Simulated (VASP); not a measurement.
Cr: single point with PBE

The system is Cr.

```xyz
2
Lattice="3.8927 0.0000 0.0000 0.0000 3.8927 0.0000 0.0000 1.9464 1.4833" Properties=species:S:1:pos:R:3 pbc="T T T"
Cr    1.9464    1.9464    0.0000
Cr    0.0000    0.0000    0.0000
```

- Program: VASP 6.6.1
- Task: single point
- Functional: PBE
- Potentials or basis: VASP PAW PBE potentials, release 64 (Cr_pv)
- Cutoff: 520 eV
- k mesh: 9 × 9 × 23
- Occupations: gaussian, width 0.1 eV
- Spin: no spin polarisation
- Dipole correction: no
- Further INCAR settings: ALGO = Fast; EDIFF = 1e-06; NBANDS = 19; ISYM = 0

| Quantity | Value |
| --- | --- |
| Pressure | 7.6 GPa |
| Band gap on the k mesh | zero (bands 12 and 13 overlap by 2.38 eV) |

Stress tensor (GPa, compression positive):
```
16.22  0.00  0.00
 0.00 16.14  0.05
 0.00  0.05 -9.52
```

Levels at points of the mesh, in eV from the Fermi level:
```tsv
k point	band 8	band 9	band 10	band 11	band 12	band 13	band 14	band 15	band 16	band 17
(0.00, 0.00, 0.00)	-4.64	-3.04	-1.13	-1.12	-0.53	0.80	1.43	1.60	1.66	1.75
```

Run time: 5.5 min on 1 thread of Intel(R) Xeon(R) Platinum 8488C (Sapphire Rapids), on a shared host, peak memory 0.41 GiB.

Caveat: the stress differs along the axes, from -10 to 16 GPa; the run has no spin polarisation, though such a crystal can be magnetic. Spin polarisation is off, so any magnetic state and its effect on volume and gap are missing.
